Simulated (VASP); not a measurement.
Runs of VASP 6.6.1 on Re. The structure is that of space group P6_3/mmc (No. 194), or close to it. The cells are those of the table. 

```tsv
task	cell	cutoff (eV)	gap on the mesh (eV)	pressure (GPa)
single point	a = 2.761, b = 2.761, c = 4.430 Å, angles 90.0, 90.0, 120.0°, 2 atoms	520	none	0.0
relaxation of cell and atoms	relaxed to 5 GPa from a = 2.761, b = 2.761, c = 4.458 Å, angles 90.0, 90.0, 120.0°, 2 atoms	600	none	5.0
single point	a = 2.749, b = 2.749, c = 4.412 Å, angles 90.0, 90.0, 120.0°, 2 atoms	520	none	5.2
relaxation of cell and atoms	relaxed from a = 2.761, b = 2.761, c = 4.458 Å, angles 90.0, 90.0, 120.0°, 2 atoms	600	none	0.0
single point	a = 2.717, b = 2.717, c = 4.363 Å, angles 90.0, 90.0, 120.0°, 2 atoms	520	none	20.5
single point	a = 2.738, b = 2.738, c = 4.395 Å, angles 90.0, 90.0, 120.0°, 2 atoms	520	none	(a)
relaxation of cell and atoms	relaxed to 20 GPa from a = 2.761, b = 2.761, c = 4.458 Å, angles 90.0, 90.0, 120.0°, 2 atoms	600	none	20.1
relaxation of cell and atoms	relaxed to 10 GPa from a = 2.761, b = 2.761, c = 4.458 Å, angles 90.0, 90.0, 120.0°, 2 atoms	600	none	10.0
```

Alike in all rows: level PBEsol; potentials or basis VASP PAW PBE potentials, release 64 (Re); no spin polarisation; k mesh 9 × 9 × 5; smearing fermi-dirac 0.3 eV.

Task: Fill in the values left out.

Result: (a) 10.3.

Caveats: the PAW data sets were made with another functional, which shifts forces and pressure a little; spin-orbit coupling is left out, which moves the levels of the heavy elements; the cell is relaxed towards a set pressure, so the enthalpy falls and the energy may rise (some runs).

A k mesh can miss the band edges, and the runs leave out spin-orbit coupling on Re.

A gap of «none» marks levels without a gap at the run's occupations.
